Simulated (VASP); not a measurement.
# MoS2 (P-3m1) in VASP: notebook

The runs below take MoS2 through single point, relaxation of cell and atoms, with PBEsol, BLYP+D3(BJ).

Program: VASP 6.6.1. These are calculated values, not measurements. Logs are shortened: lines on timing, memory, paths and dates and some standing lists are left out, and cuts for length are marked.

**1. The cell of the first run**

It takes space group P-3m1 (No. 164, trigonal). Conventional cell: a = 3.149 Å, b = 3.149 Å, c = 6.073 Å, α = 90.00°, β = 90.00°, γ = 120.00°. Within 3.2 Å of Mo (site symmetry -3m) lie 6 S at 2.41 Å and 6 Mo at 3.15 Å. S (site symmetry 3m) has 3 Mo at 2.41 Å and 6 S at 3.15 Å within 3.2 Å.

**2. Single point, PBEsol**

Contents of INCAR:

```
  PREC = Accurate
  ENCUT = 520
  EDIFF = 1E-7
  ISMEAR = -1
  SIGMA = 0.05
  LREAL = F
  LASPH = T
  NELM = 80
  ALGO = Normal
  ISIF = 2
  LWAVE = F
  LCHARG = F
  GGA = PS
  NBANDS = 20
```

Contents of KPOINTS:

```
regular mesh
0
Gamma
  9 9 4
```

Contents of POSCAR:

```
MoS2
1.0
    3.1488239072      0.0000000000      0.0000000000
   -1.5744119536      2.7269614957      0.0000000000
    0.0000000000      0.0000000000      6.0734342865
Mo S
1 2
Direct
    0.0000000000      0.0000000000      0.5000000000
    0.6666666667      0.3333333333      0.7601980942
    0.3333333333      0.6666666667      0.2398019058
```

Potentials or basis: VASP PAW PBE potentials, release 64 (Mo_sv, S).

Started as:

```console
$ cat potpaw_PBE.64/Mo_sv/POTCAR potpaw_PBE.64/S/POTCAR > POTCAR
$ mpirun -np 1 vasp_std > vasp.out
```

OUTCAR:

```text
PREC = Accurate
   ENCUT = 520
   EDIFF = 1E-7
   ISMEAR = -1
   LREAL = F
   LASPH = T
   NELM = 80
   ISIF = 2
   GGA = PS

 ion  position               nearest neighbor table
   1  0.000  0.000  0.500-   2 2.41   3 2.41   2 2.41   3 2.41   2 2.41   3 2.41
   2  0.667  0.333  0.760-   1 2.41   1 2.41   1 2.41
   3  0.333  0.667  0.240-   1 2.41   1 2.41   1 2.41

  LATTYP: Found a hexagonal cell.
 ALAT       =     3.1488239072
 C/A-ratio  =     1.9287945168

  Lattice vectors:

 A1 = (   3.1488239072,   0.0000000000,   0.0000000000)
 A2 = (  -1.5744119536,   2.7269614957,   0.0000000000)
 A3 = (   0.0000000000,   0.0000000000,   6.0734342865)

Analysis of symmetry for initial positions (statically):
=====================================================================
 Subroutine PRICEL returns:
 Original cell was already a primitive cell.

 Routine SETGRP: Setting up the symmetry group for a
 hexagonal supercell.

 Subroutine GETGRP returns: Found 12 space group operations
 (whereof 12 operations were pure point group operations)
 out of a pool of 24 trial point group operations.

The static configuration has the point symmetry D_3d.

Analysis of symmetry for dynamics (positions and initial velocities):
=====================================================================
 Subroutine PRICEL returns:
 Original cell was already a primitive cell.

 Routine SETGRP: Setting up the symmetry group for a
 hexagonal supercell.

 Subroutine GETGRP returns: Found 12 space group operations
 (whereof 12 operations were pure point group operations)
 out of a pool of 24 trial point group operations.

The dynamic configuration has the point symmetry D_3d.

 Subroutine INISYM returns: Found 12 space group operations
 (whereof 12 operations are pure point group operations),
 and found     1 'primitive' translations

----------------------------------------------------------------------------------------

                                     Primitive cell

  volume of cell :      52.1509

  direct lattice vectors                    reciprocal lattice vectors
     3.148823907  0.000000000  0.000000000     0.317578890  0.183354257  0.000000000
    -1.574411954  2.726961496  0.000000000     0.000000000  0.366708515  0.000000000
     0.000000000  0.000000000  6.073434287     0.000000000  0.000000000  0.164651489

  length of vectors
     3.148823907  3.148823907  6.073434287     0.366708515  0.366708515  0.164651489

  position of ions in fractional coordinates (direct lattice)
     0.000000000  0.000000000  0.500000000
     0.666666667  0.333333333  0.760198094
     0.333333333  0.666666667  0.239801906

  ion indices of the primitive-cell ions
   primitive index   ion index
                 1           1
                 2           2
                 3           3

----------------------------------------------------------------------------------------

 KPOINTS: regular mesh

Automatic generation of k-mesh.
 Grid dimensions read from file:
 generate k-points for:    9    9    4

 Generating k-lattice:

  Cartesian coordinates                     Fractional coordinates (reciprocal lattice)
     0.035286543  0.020372695  0.000000000     0.111111111  0.000000000  0.000000000
     0.000000000  0.040745391  0.000000000     0.000000000  0.111111111  0.000000000
     0.000000000  0.000000000  0.041162872     0.000000000  0.000000000  0.250000000

  Length of vectors
     0.040745391  0.040745391  0.041162872

  Shift w.r.t. Gamma in fractional coordinates (k-lattice)
     0.000000000  0.000000000  0.000000000

 Subroutine IBZKPT returns following result:
 ===========================================

 Found     43 irreducible k-points:

 Following reciprocal coordinates:
            Coordinates               Weight
  0.000000  0.000000  0.000000      1.000000
  0.111111  0.000000  0.000000      6.000000
  0.222222  0.000000  0.000000      6.000000
  0.333333  0.000000  0.000000      6.000000
  0.444444  0.000000  0.000000      6.000000
  0.111111  0.111111  0.000000      6.000000
[... 16 lines left out ...]
  0.222222  0.111111  0.250000     12.000000
 -0.111111  0.333333  0.250000     12.000000
 [... further k-points ...]
   k-points           NKPTS =     43   k-points in BZ     NKDIM =     43   number of bands    NBANDS=     20
   number of dos      NEDOS =    301   number of ions     NIONS =      3
   total plane-waves  NPLWV =  27648
   dimension x,y,z NGX =    24 NGY =   24 NGZ =   48
   dimension x,y,z NGXF=    48 NGYF=   48 NGZF=   96
   ions per type =               1   2
   NGX,Y,Z   is equivalent  to a cutoff of  12.67, 12.67, 13.14 a.u.
   NGXF,Y,Z  is equivalent  to a cutoff of  25.34, 25.34, 26.28 a.u.
 SYSTEM =  unknown system
   PREC   = accura    normal or accurate (medium, high low for compatibility)
   ISTART =      0    job   : 0-new  1-cont  2-samecut
   ICHARG =      2    charge: 1-file 2-atom 10-const
   ISPIN  =      1    spin polarized calculation?
   LNONCOLLINEAR =      F non collinear calculations
   LSORBIT =      F    spin-orbit coupling
   LASPH  =      T    aspherical Exc in radial PAW
   ENCUT  =  520.0 eV  38.22 Ry    6.18 a.u.   5.85  5.85 11.29*2*pi/ulx,y,z
   NELM   =     80;   NELMIN=  2; NELMDL= -5     # of ELM steps
   EDIFF  = 0.1E-06   stopping-criterion for ELM
   LREAL  =      F    real-space projection
   EDIFFG = 0.1E-05   stopping-criterion for IOM
   NSW    =      0    number of steps for IOM
   IBRION =     -1    ionic relax: 0-MD 1-quasi-New 2-CG
   NFREE  =      0    steps in history (QN), initial steepest desc. (CG)
   ISIF   =      2    stress and relaxation
   ISYM   =      2    0-nonsym 1-usesym 2-fastsym
   POTIM  = 0.5000    time-step for ionic-motion
   TEBEG  =    0.0;   TEEND  =   0.0 temperature during run
   PSTRESS=    0.0 pullay stress
   NELECT =      26.0000    total number of electrons
   NUPDOWN=      -1.0000    fix difference up-down
   EMIN   =  10.00;   EMAX   =-10.00  energy-range for DOS
   EFERMI =   0.00;   METHOD = LEGACY
   ISMEAR =    -1;   SIGMA  =   0.05  broadening in eV -4-tet -1-fermi 0-gaus
   EFERMI_NEDOS =   21; number of points for ismear=-14 and -15
   IALGO  =     38    algorithm
   IMIX   =      4    mixing-type and parameters
     AMIX     =   0.40;   BMIX     =  1.00
     AMIX_MAG =   1.60;   BMIX_MAG =  1.00
  volume/ion in A,a.u.               =      17.38       117.31
  Fermi-wavevector in a.u.,A,eV,Ry     =   1.298112  2.453075 22.927093  1.685094
  Thomas-Fermi vector in A             =   2.429461
   LORBIT       =      0    0 simple, 1 ext, 2 COOP (PROOUT), +10 PAW based schemes
   GGA     = PS    functional components
   LHFCALC =     F    Hartree Fock is set to
   AEXX    =    0.0000 exact exchange contribution
   IVDW    =     0    specifies the selected vdW correction
   LEPSILON=     F    determine dielectric tensor
   LRPA    =     F    only Hartree local field effects (RPA)
 non-spin polarized calculation
  energy-cutoff  :      520.00
  volume of cell :       52.15
 maximum number of plane-waves:      1422
   NGX = 11   NGY = 11   NGZ = 23

 number of electron      25.9999999 magnetization

 Free energy of the ion-electron system (eV)
  ---------------------------------------------------
  ext. energy  EPLUGINS =         0.00000000
  ---------------------------------------------------
  free energy    TOTEN  =       -22.62784933 eV

  energy without entropy =      -22.61940868  energy(sigma->0) =      -22.62362901

 E-fermi :   7.9582     XC(G=0): -11.1794

 val. band max:        7.9116832940   @ k =   0.0000   0.0000   0.0000
 cond. band min:       8.0030038799   @ k =   0.3333   0.2222   0.0000
 fundamental gap:      0.0913205859
 Fermi energy:         7.9582386813

 k-point     1 :       0.0000    0.0000    0.0000
  band No.  band energies     occupation
      1     -53.6780      2.00000
      2     -27.8007      2.00000
      3     -27.6640      2.00000
      4     -27.6640      2.00000
      5      -7.2096      2.00000
      6      -5.5679      2.00000
[... 12 lines left out ...]
     19      14.6378      0.00000
     20      17.6162      0.00000

 k-point     2 :       0.1111    0.0000    0.0000
  band No.  band energies     occupation
      1     -53.6729      2.00000
      2     -27.7908      2.00000
      3     -27.7140      2.00000
      4     -27.6754      2.00000
      5      -7.0074      2.00000
      6      -5.5166      2.00000
[... 12 lines left out ...]
     19      15.2722      0.00000
     20      17.1339      0.00000

 k-point     3 :       0.2222    0.0000    0.0000
  band No.  band energies     occupation
      1     -53.6599      2.00000
      2     -27.8392      2.00000
      3     -27.7655      2.00000
      4     -27.7041      2.00000
      5      -6.4505      2.00000
      6      -5.3776      2.00000
[... 12 lines left out ...]
     19      15.8841      0.00000
     20      16.9605      0.00000

 k-point     4 :       0.3333    0.0000    0.0000
  band No.  band energies     occupation
      1     -53.6452      2.00000
      2     -27.9784      2.00000
      3     -27.7369      2.00000
      4     -27.7366      2.00000
      5      -5.7358      2.00000
      6      -5.1549      2.00000
[... 12 lines left out ...]
     19      15.0804      0.00000
     20      16.1154      0.00000

 k-point     5 :       0.4444    0.0000    0.0000
  band No.  band energies     occupation
      1     -53.6355      2.00000
      2     -28.0677      2.00000
      3     -27.7576      2.00000
      4     -27.7181      2.00000
      5      -5.3603      2.00000
      6      -4.7579      2.00000
[... 12 lines left out ...]
     19      15.0552      0.00000
     20      15.9752      0.00000

 k-point     6 :       0.1111    0.1111    0.0000
  band No.  band energies     occupation
      1     -53.6638      2.00000
      2     -27.7970      2.00000
      3     -27.7734      2.00000
      4     -27.6999      2.00000
      5      -6.6261      2.00000
      6      -5.4222      2.00000
[... 12 lines left out ...]
     19      16.2929      0.00000
     20      16.8460      0.00000

 k-point     7 :       0.2222    0.1111    0.0000
  band No.  band energies     occupation
      1     -53.6500      2.00000
      2     -27.9186      2.00000
      3     -27.7482      2.00000
      4     -27.7392      2.00000
      5      -5.9657      2.00000
      6      -5.2562      2.00000
[... 12 lines left out ...]
     19      16.0126      0.00000
     20      16.5004      0.00000
[... 277 lines left out ...]
 k-point    20 :       0.4444    0.0000    0.2500
  band No.  band energies     occupation
      1     -53.6355      2.00000
      2     -28.0677      2.00000
      3     -27.7576      2.00000
      4     -27.7181      2.00000
      5      -5.4634      2.00000
      6      -4.6088      2.00000
[... 12 lines left out ...]
     19      14.1733      0.00000
     20      16.1149      0.00000

 k-point    21 :       0.0000    0.4444    0.2500
  band No.  band energies     occupation
      1     -53.6355      2.00000
      2     -28.0677      2.00000
      3     -27.7576      2.00000
      4     -27.7181      2.00000
      5      -5.3720      2.00000
      6      -4.7447      2.00000
[... 12 lines left out ...]
     19      14.5101      0.00000
     20      15.2802      0.00000

 k-point    22 :       0.1111    0.1111    0.2500
  band No.  band energies     occupation
      1     -53.6639      2.00000
      2     -27.7970      2.00000
      3     -27.7735      2.00000
      4     -27.6999      2.00000
      5      -6.4967      2.00000
      6      -5.6091      2.00000
[... 12 lines left out ...]
     19      16.2528      0.00000
     20      16.8718      0.00000

 k-point    23 :       0.2222    0.1111    0.2500
  band No.  band energies     occupation
      1     -53.6500      2.00000
      2     -27.9186      2.00000
      3     -27.7483      2.00000
      4     -27.7392      2.00000
      5      -5.9166      2.00000
      6      -5.3086      2.00000
[... 12 lines left out ...]
     19      15.6979      0.00000
     20      17.4683      0.00000

 k-point    24 :      -0.1111    0.3333    0.2500
  band No.  band energies     occupation
      1     -53.6500      2.00000
      2     -27.9186      2.00000
      3     -27.7483      2.00000
      4     -27.7392      2.00000
      5      -5.8240      2.00000
      6      -5.4274      2.00000
[... 12 lines left out ...]
     19      16.4404      0.00000
     20      16.6103      0.00000

 [... further k-points ...]

------------------------ aborting loop because EDIFF is reached ----------------------------------------

  FORCE on cell =-STRESS in cart. coord.  units (eV):
  Direction    XX          YY          ZZ          XY          YZ          ZX
  --------------------------------------------------------------------------------------
  -------------------------------------------------------------------------------------
  Total       -0.0041509     -0.0041509      0.0079095      0.0000000      0.0000000     -0.0000000
  in kB       -0.1275236     -0.1275236      0.2429965      0.0000000      0.0000000     -0.0000000
  external PRESSURE =      -0.0040169 kB  Pullay stress =       0.0000000 kB

 VOLUME and BASIS-vectors are now :
 -----------------------------------------------------------------------------
  energy-cutoff  :      520.00
  volume of cell :       52.15
      direct lattice vectors                 reciprocal lattice vectors
     3.148823907  0.000000000  0.000000000     0.317578890  0.183354257  0.000000000
    -1.574411954  2.726961496  0.000000000     0.000000000  0.366708515  0.000000000
     0.000000000  0.000000000  6.073434287     0.000000000  0.000000000  0.164651489

 POSITION                                       TOTAL-FORCE (eV/Angst)
 -----------------------------------------------------------------------------------
      0.00000      0.00000      3.03672        -0.000000      0.000000      0.000000
      1.57441      0.90899      4.61701        -0.000000      0.000000      0.003563
     -0.00000      1.81797      1.45642         0.000000     -0.000000     -0.003563
 -----------------------------------------------------------------------------------
    total drift:                               -0.000000     -0.000000      0.000000

  FREE ENERGIE OF THE ION-ELECTRON SYSTEM (eV)
  ---------------------------------------------------
  free  energy   TOTEN  =       -22.6278493303 eV

  energy  without entropy=      -22.6194086844  energy(sigma->0) =      -22.62362901
```

It took 51 s on 1 thread of Intel Xeon Platinum 8375C at 2.90GHz (Ice Lake), shared host; peak memory 0.19 GiB.

Results:

```
Free energy            : -22.6278 eV
Pressure               : 0.0 GPa
Largest force          : 0.004 eV/Å
Band gap on the k mesh : zero (bands 13 and 14 overlap by 1.07 eV)
```

Forces on the atoms (eV/Å):
```
Mo   0.000  0.000  0.000
S    0.000  0.000  0.004
S    0.000  0.000 -0.004
```

Caveat: the PAW data sets were made with another functional, which shifts forces and pressure a little; this functional lacks dispersion, which binds the layers, so the pressure and a relaxed spacing across them are unreliable.

[end of part 1 of 2]
